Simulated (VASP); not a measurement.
**BaTiO3 (Barioperovskite): single point with r2SCAN**

BaTiO3 (Barioperovskite):

```
Ba Ti O
1.0
     3.95875    0.00000    0.00000
     0.00000    2.81786    2.82605
     0.00000   -2.81786    2.82605
Ba Ti O
1 1 3
Direct
  0.00000 0.00000 0.00000
  0.50000 0.51240 0.51240
  0.00000 0.48740 0.48740
  0.50000 0.50524 0.99184
  0.50000 0.99184 0.50524
```

```yaml
Program: VASP 6.6.1
Task: single point
Functional: r2SCAN
Potentials_or_basis: VASP PAW PBE potentials, release 64 (Ba_sv, Ti_sv, O)
Cutoff: 520 eV
k_mesh: 6 × 6 × 6
Occupations: gaussian, width 0.01 eV
Spin: no spin polarisation
```

```json
{"Pressure": "4.9 GPa", "Largest force": "0.260 eV/Å", "Band gap on the k mesh": "2.29 eV, indirect (least direct gap 2.49 eV)"}
```

Forces in eV/Å, atoms in the order of the input:
```
Ba   0.000  0.000  0.166
Ti   0.000  0.000  0.003
O    0.000  0.000  0.260
O    0.000 -0.091 -0.215
O    0.000  0.091 -0.215
```

Stress tensor (GPa, compression positive):
```
5.06 0.00 0.00
0.00 5.18 0.00
0.00 0.00 4.49
```

Levels at points of the mesh, in eV from the valence-band top:
```tsv
k point	band 16	band 17	band 18	band 19	band 20	band 21	band 22	band 23	band 24	band 25
(0.00, 0.00, 0.00)	-1.21	-1.16	-0.34	-0.25	-0.20	2.29	2.35	2.50	4.44	4.48
(0.50, 0.00, 0.00)	-2.05	-1.84	-1.75	-0.86	-0.81	2.49	3.98	4.07	4.42	6.44
(0.00, 0.50, 0.00)	-1.96	-1.86	-1.71	-0.85	-0.78	2.54	4.01	4.04	4.47	6.56
(0.50, 0.50, 0.00)	-2.73	-1.77	-0.90	-0.89	-0.09	4.03	4.05	4.46	5.27	8.29
(0.00, 0.50, 0.50)	-2.74	-1.71	-0.92	-0.88	-0.14	4.02	4.08	4.46	5.39	8.32
(0.50, 0.50, 0.50)	-2.41	-2.40	-0.05	-0.01	0.00	4.67	4.72	4.73	7.37	7.44
```

Run time: 3.5 min on 1 thread of Intel Xeon 6975P-C (shared host), peak memory 0.24 GiB.

Caveat: the PAW data sets were made with another functional, which shifts forces and pressure a little; spin-orbit coupling is left out, which moves the levels of the heavy elements. r2SCAN opens gaps a little over a GGA but as a rule still falls short of measured ones.
